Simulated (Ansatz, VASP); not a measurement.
One calculation of PtS2, two programs

```
CELL_PARAMETERS angstrom
3.57798 0.00000 0.00000
-1.78899 3.09862 0.00000
0.00000 0.00000 4.75777
ATOMIC_POSITIONS crystal
Pt 0.00000 0.00000 0.00000
S 0.33333 0.66667 0.25461
S 0.66667 0.33333 0.74539
```

Alike in both runs: functional PBE; dispersion D3(BJ); k mesh 6 × 6 × 4; occupations gaussian, width 0.1 eV; no spin polarisation.

Ansatz relaxed the structure, and its values are those at the end. VASP's run is a single point on that final structure, the one shown.

```csv
,VASP,Ansatz
version,VASP 6.6.1,Ansatz 0.2.0
potentials or method,"VASP PAW PBE potentials, release 64 (Pt, S), cutoff 520 eV","scalar-relativistic, plane waves, PAW"
valence electrons in the cell,22,30
```

Ansatz gave:

```
gap on the k mesh at the Fermi level (eV) : 0.21
least direct gap on the mesh (eV)         : 1.12
pressure (GPa)                            : -0.2
rms of the force components (eV/Å)        : 0.005
```

**Question.** Estimate VASP's values.

**Answer.** gap on the k mesh at the Fermi level (eV): 0.22; least direct gap on the mesh (eV): 1.13; pressure (GPa): -0.7; rms of the force components (eV/Å): 0.024.

VASP's potentials hold 22 valence electrons a cell and Ansatz's 30, so a difference there can come from the potentials and not from the codes.

Neither program's run includes spin-orbit coupling.
